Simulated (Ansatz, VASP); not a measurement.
## Cd in VASP and in Ansatz

Contents of INCAR:

```
PREC = Accurate ; ENCUT = 520
EDIFF = 1E-7 ; ISMEAR = -1
SIGMA = 0.1 ; LREAL = False
LASPH = True ; NELM = 80
ALGO = Normal ; ISIF = 2
LWAVE = False ; LCHARG = False
GGA = PE ; NBANDS = 12
```

File KPOINTS:

```
regular mesh
0
Gamma
  14 14 13
```

File POSCAR:

```
Cd
1.0
    2.8901621525      0.0000000000      0.0000000000
   -1.4450810762      2.5029538451      0.0000000000
    0.0000000000      0.0000000000      2.9320820603
Cd
1
Direct
    0.0000000000      0.0000000000      0.0000000000
```

Input for Ansatz:

```yaml
crystal:
  lattice:
    - [2.8901621525, 0.0, 0.0]
    - [-1.4450810762, 2.5029538451, 0.0]
    - [0.0, 0.0, 2.9320820603]
  atoms:
    - { symbol: Cd, position: [0.0, 0.0, 0.0] }
kpoints:
  mp_grid: { grid: [14, 14, 13] }
scf:
  occupations: { method: fermi_dirac, width: 0.1 }
hamiltonian:
  xc: pbe
  pseudopotentials: { kind: paw }
output:
  forces: true
  stress: true
  eigenvalues: true
  populations: true
```

Change from the starting cell: volume scaled by 0.84, PAW files.

Alike in both runs: task single point; functional PBE; k mesh 14 × 14 × 13; occupations fermi-dirac, width 0.1 eV; no spin polarisation.

|  | VASP | Ansatz |
| --- | --- | --- |
| version | VASP 6.6.1 | Ansatz 0.2.0 |
| potentials or method | VASP PAW PBE potentials, release 64 (Cd) | PAW with Ansatz's default frozen-core files, scalar-relativistic |
| plane-wave cutoff (eV) | 520 | 420 |
| valence electrons in the cell | 12 | 20 |

VASP gave:

- pressure (GPa): 10.4
- traceless stress, the component that is largest in VASP (GPa): -0.07

Question: Estimate Ansatz's values.

Answer: Pressure (GPa): 9.9; traceless stress, the component that is largest in VASP (GPa): 0.04.

VASP's potentials hold 12 valence electrons a cell and Ansatz's 20, so a difference there can come from the potentials and not from the codes.
